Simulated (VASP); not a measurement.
# ZnO (zincite): elastic constants with PBE

Crystal: ZnO (zincite).

```
Zn O
1.0
     3.24931    0.00000    0.00000
    -1.62465    2.81398    0.00000
     0.00000    0.00000    5.20571
Zn O
2 2
Direct
  0.33333 0.66667 0.50000
  0.66667 0.33333 0.00000
  0.66667 0.33333 0.37901
  0.33333 0.66667 0.87901
```

| Property | Result |
| --- | --- |
| Program | VASP 6.6.1 |
| Task | elastic constants |
| Functional | PBE |
| Potentials or basis | VASP PAW PBE potentials, release 64 (Zn, O) |
| Cutoff | 600 eV |
| k mesh | 9 × 9 × 5 |
| Occupations | gaussian, width 0.01 eV |
| Spin | no spin polarisation |
| Dipole correction | no |
| Ions in elastic constants | relaxed |
| Further INCAR settings | ALGO = Normal; EDIFF = 1e-08; IBRION = 6; POTIM = 0.015; NSW = 1; ISIF = 3 |

```
Voigt bulk modulus                                      : 148 GPa
Highest phonon frequency at Γ, LO-TO splitting left out : 548 cm⁻¹
```

Phonon frequencies in cm⁻¹ (negative: imaginary):
| q point | frequencies |
| --- | --- |
| (0.000, 0.000, 0.000) | 0 0 0 82 82 257 391 395 395 429 429 548 |

Elastic tensor in Voigt notation (GPa, in the Cartesian axes of the cell as first typed):
```
200 129 116   0   0   0
129 200 116   0   0   0
116 116 213   0   0   0
  0   0   0  32   0   0
  0   0   0   0  32   0
  0   0   0   0   0  35
```

Clamped-ion elastic tensor (GPa):
```
275  97  69   0   0   0
 97 275  69   0   0   0
 69  69 314   0   0   0
  0   0   0  53   0   0
  0   0   0   0  53   0
  0   0   0   0   0  89
```

It took 32 min on 1 thread of Intel(R) Xeon(R) Platinum 8259CL CPU @ 2.50GHz (Skylake/Cascade Lake), with other jobs on the host, peak memory 0.48 GiB.

Caveat: the cell is under stress, which shifts elastic constants.
